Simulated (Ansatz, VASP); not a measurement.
# Two plane-wave programs on Pt

The input INCAR:

```
SYSTEM = Pt
ALGO = Normal
EDIFF = 1E-8
ENCUT = 520
GGA = PE
ISIF = 2
ISMEAR = -1
LASPH = .TRUE.
LCHARG = .FALSE.
LEFG = .TRUE.
LREAL = .FALSE.
LWAVE = .FALSE.
NBANDS = 11
NELM = 80
PREC = Accurate
SIGMA = 0.03
```

KPOINTS

```
k-points
0
G
  18 18 18
  0 0 0
```

File POSCAR:

```
Pt
1.0
    0.0000000000      1.9579000000      1.9579000000
    1.9579000000      0.0000000000      1.9579000000
    1.9579000000      1.9579000000      0.0000000000
Pt
1
Direct
    0.0000000000      0.0000000000      0.0000000000
```

Input for Ansatz:

```yaml
crystal:
  lattice:
    - [0.0, 1.9579, 1.9579]
    - [1.9579, 0.0, 1.9579]
    - [1.9579, 1.9579, 0.0]
  atoms:
    - { symbol: Pt, position: [0.0, 0.0, 0.0] }
kpoints:
  mp_grid: { grid: [18, 18, 18] }
  band_path:
    path:
      - [0.0, 0.0, 0.0]
      - [0.5, 0.0, 0.5]
      - [0.625, 0.25, 0.625]
      - [0.375, 0.375, 0.75]
      - [0.0, 0.0, 0.0]
      - [0.5, 0.5, 0.5]
      - [0.5, 0.25, 0.75]
      - [0.5, 0.0, 0.5]
    npoints: 8
scf:
  occupations: { method: fermi_dirac, width: 0.03 }
hamiltonian:
  xc: pbe
  pseudopotentials: { kind: paw }
output:
  forces: true
  stress: true
  eigenvalues: true
  efg: { contact_densities: true }
  populations: true
  bader: true
  dos: { projected: true, de: 0.2, e_range: [-14, 8] }
  write_density: true
  write_potential: true
  elf: true
  volumetric_format: npy
```

Alike in both runs: task electric field gradients; functional PBE; k mesh 18 × 18 × 18; occupations fermi-dirac, width 0.03 eV; no spin polarisation.

|  | VASP | Ansatz |
| --- | --- | --- |
| version | VASP 6.6.1 | Ansatz 0.2.0 |
| potentials or method | VASP PAW PBE potentials, release 64 (Pt) | PAW with Ansatz's default frozen-core files, scalar-relativistic |
| plane-wave cutoff (eV) | 520 | 420 |
| valence electrons in the cell | 10 | 18 |

```tsv
	VASP	Ansatz	Ansatz less VASP
pressure (GPa)	10.9	11.4	+0.55
```

VASP's potentials hold 10 valence electrons a cell and Ansatz's 18, so a difference there can come from the potentials and not from the codes.

Spin-orbit coupling is off throughout.
